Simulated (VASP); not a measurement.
## MgO (Periclase): single point with PBE

**Experimental background.**

“Electronic structure of alkaline earth and post-transition metal oxides”, 2009, arxiv:0908.1581 quotes, for a bulk crystal of MgO: band gap 7.83 eV.

MgO (Periclase):

```
Mg O
1.0
     0.00000    2.12685    2.12685
     2.12685    0.00000    2.12685
     2.12685    2.12685    0.00000
Mg O
1 1
Direct
  0.00000 0.00000 0.00000
  0.50000 0.50000 0.50000
```

- Program: VASP 6.6.1
- Task: single point
- Functional: PBE
- Potentials or basis: VASP PAW PBE potentials, release 64 (Mg, O)
- Cutoff: 600 eV
- k mesh: 10 × 10 × 10
- Occupations: gaussian, width 0.02 eV
- Spin: no spin polarisation
- Dipole correction: no
- Further INCAR settings: ALGO = Normal; EDIFF = 1e-06; NBANDS = 11

- Pressure: -1.0 GPa
- Band gap on the k mesh: 4.45 eV, direct

Levels at points of the mesh, in eV from the valence-band top:
| k point | band 1 | band 2 | band 3 | band 4 | band 5 | band 6 | band 7 | band 8 |
| --- | --- | --- | --- | --- | --- | --- | --- | --- |
| (0.00, 0.00, 0.00) | -17.11 | 0.00 | 0.00 | 0.00 | 4.45 | 15.63 | 15.63 | 15.63 |
| (0.50, 0.00, 0.00) | -15.90 | -4.49 | -0.62 | -0.62 | 7.71 | 12.27 | 16.01 | 16.01 |
| (0.50, 0.50, 0.00) | -15.66 | -3.96 | -1.31 | -1.31 | 9.08 | 9.65 | 12.79 | 18.53 |

Run time: 9.2 s on 1 thread of Intel Xeon 6975P-C, on a shared host, peak memory 0.14 GiB.

Against the measured gap of MgO, 7.83 eV (quoted in “Electronic structure of alkaline earth and post-transition metal oxides”, 2009, arxiv:0908.1581), the calculated 4.45 eV is off by -3.38 eV. The value is that of PBE, without temperature or zero-point motion. Semilocal functionals fall short of measured gaps as a rule.
